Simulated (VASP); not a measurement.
A run of VASP 6.6.1:

File POSCAR:

```
BN
1.0
    0.0000000000      1.7586109700      1.8401960150
    1.7586109700      0.0000000000      1.8401960150
    1.7586109700      1.7586109700      0.0000000000
B N
1 1
Direct
    0.0000000000      0.0000000000      0.0000000000
    0.7500000000      0.7500000000      0.7500000000
```

The input INCAR.step1:

```
PREC     = Accurate       # precision mode
ENCUT    = 1460           # plane-wave cutoff, eV
ISMEAR   = 0              # smearing method
SIGMA    = 0.05           # smearing width, eV
LREAL    = F              # projectors in reciprocal space
LASPH    = T              # aspherical terms in the spheres
NELM     = 120            # most SCF steps
NBANDS   = 11             # bands
GGA      = PE             # functional
ALGO     = Normal         # electronic algorithm
EDIFF    = 1E-5           # SCF threshold, eV
LWAVE    = T              # write WAVECAR
LCHARG   = F              # write CHGCAR
GGA_COMPAT= F
```

The input INCAR.step2:

```
PREC     = Accurate       # precision mode
ENCUT    = 1460           # plane-wave cutoff, eV
EDIFF    = 1E-6           # SCF threshold, eV
ISMEAR   = 0              # smearing method
SIGMA    = 0.05           # smearing width, eV
LREAL    = F              # projectors in reciprocal space
LASPH    = T              # aspherical terms in the spheres
NELM     = 120            # most SCF steps
ALGO     = Normal         # electronic algorithm
ISIF     = 2              # what is computed and relaxed
LWAVE    = F              # write WAVECAR
LCHARG   = T              # write CHGCAR
METAGGA  = R2SCAN         # meta-GGA
LMIXTAU  = T            
LELF     = T              # ELF
LVHAR    = T            
NBANDS   = 11             # bands
ISTART   = 1            
GGA_COMPAT= F
```

Contents of KPOINTS:

```
regular mesh
0
Gamma
  12 12 12
```

Potentials or basis: VASP PAW PBE potentials, release 64 (B_h, N_h).

Run with:

```bash
$ cat potpaw_PBE.64/B_h/POTCAR potpaw_PBE.64/N_h/POTCAR > POTCAR
$ cp INCAR.step1 INCAR
$ mpirun -np 1 vasp_std > vasp.out
$ cp INCAR.step2 INCAR
$ mpirun -np 1 vasp_std > vasp.out
```

Hardware: 1 thread of AMD EPYC 9R45 96-Core Processor (Zen 5), with other jobs on the host.

Task: How long does it take, and how much memory?

Result: Run time: 2 min on 1 thread of AMD EPYC 9R45 96-Core Processor (Zen 5) (shared host), peak memory 0.21 GiB. Counts: k points 163.
